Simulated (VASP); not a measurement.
Input of a VASP 6.6.1 run:

INCAR

```
SYSTEM = Hf
PREC = Accurate ; ENCUT = 520
EDIFF = 1E-6 ; ISMEAR = -1
SIGMA = 0.1 ; LREAL = .FALSE.
LASPH = .TRUE. ; NELM = 100
ALGO = Normal ; ISIF = 2
LWAVE = .FALSE. ; LCHARG = .FALSE.
GGA = PE ; NBANDS = 11
```

Contents of KPOINTS:

```
regular mesh
0
G
  9 9 9
  0 0 0
```

File POSCAR:

```
Hf
1.0
   -1.8365347441      1.8365347441      1.8365347441
    1.8365347441     -1.8365347441      1.8365347441
    1.8365347441      1.8365347441     -1.8365347441
Hf
1
Direct
    0.0000000000      0.0000000000      0.0000000000
```

Potentials or basis: VASP PAW PBE potentials, release 64 (Hf_pv).

Command:

```console
$ cat potpaw_PBE.64/Hf_pv/POTCAR > POTCAR
$ mpirun -np 1 vasp_std > vasp.out
```

(1) Estimate the band gap on the k mesh.

(2) Estimate the pressure.

## Answers

(1) zero (band 5 reaches 5.35 eV, above the bottom of band 6 at 3.24 eV).

(2) -8.8 GPa.

Caveat: spin-orbit coupling is left out, which moves the levels of the heavy elements.
